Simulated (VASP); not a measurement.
Write the native input for VASP 6.6.1 that does the following.

```
Task                   : single point
Functional             : PBEsol
Potentials or basis    : VASP PAW PBE potentials, release 64 (Ti_sv, C)
Cutoff                 : 520 eV
k mesh                 : 18 × 18 × 18
Occupations            : gaussian, width 0.15 eV
Spin                   : no spin polarisation
Dipole correction      : no
Further INCAR settings : ALGO = Normal; EDIFF = 1e-06; NBANDS = 15
```

The structure of TiC lies in POSCAR:

```
TiC
1.0
    0.0000000000      2.2072800000      2.1640000000
    2.1207200000      0.0000000000      2.1640000000
    2.1207200000      2.2072800000      0.0000000000
Ti C
1 1
Direct
    0.0000000000      0.0000000000      0.0000000000
    0.5000000000      0.5000000000      0.5000000000
```

This cell differs from its parent crystal: strain -0.0200 x Voigt [1, -1, 0, 0, 0, 0].

The input as run:

INCAR

```
SYSTEM = TiC
ALGO = Normal
EDIFF = 1E-6
ENCUT = 520
GGA = PS
ISIF = 2
ISMEAR = 0
LASPH = .True.
LCHARG = .False.
LREAL = .False.
LWAVE = .False.
NBANDS = 15
NELM = 100
PREC = Accurate
SIGMA = 0.15
```

KPOINTS

```
k-points
0
Gamma
  18 18 18
  0 0 0
```

Potentials or basis: VASP PAW PBE potentials, release 64 (Ti_sv, C).

Run with:

```sh
$ cat potpaw_PBE.64/Ti_sv/POTCAR potpaw_PBE.64/C/POTCAR > POTCAR
$ mpirun -np 1 vasp_std > vasp.out
```

Results of the run:

The pressure is -5.2 GPa and the band gap on the k mesh is zero (band 8 reaches 10.15 eV, above the bottom of band 9 at 8.73 eV).

Caveat: the cell differs from its parent crystal (strain -0.0200 x Voigt [1, -1, 0, 0, 0, 0]); the PAW data sets were made with another functional, which shifts forces and pressure a little.

It took 74 s on 1 thread of Intel(R) Xeon(R) 6975P-C (Granite Rapids) (shared host), peak memory 0.36 GiB.
